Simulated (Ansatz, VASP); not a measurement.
Two plane-wave programs on Hg

```
CELL_PARAMETERS angstrom
1.82330 1.05268 2.15342
-1.82330 1.05268 2.15342
0.00000 -2.10536 2.15342
ATOMIC_POSITIONS crystal
Hg 0.00000 0.00000 0.00000
```

Alike in both runs: task single point; functional PBE; k mesh 15 × 15 × 15; occupations gaussian, width 0.1 eV; no spin polarisation.

```csv
,VASP,Ansatz
version,VASP 6.6.1,Ansatz 0.2.0
potentials or method,"VASP PAW PBE potentials, release 64 (Hg), cutoff 520 eV","scalar-relativistic, plane waves, PAW"
valence electrons in the cell,12,20
```

```csv
,VASP,Ansatz,Ansatz less VASP
gap on the k mesh at the Fermi level (eV),none,none,-
pressure (GPa),4.0,3.6,-0.39
"traceless stress, the component that is largest in VASP (GPa)",0.91,0.77,-0.148
```

A gap of «none» marks a metal or a gap that the smearing closes. VASP's potentials hold 12 valence electrons a cell and Ansatz's 20, so a difference there can come from the potentials and not from the codes.

Neither program's run includes spin-orbit coupling.
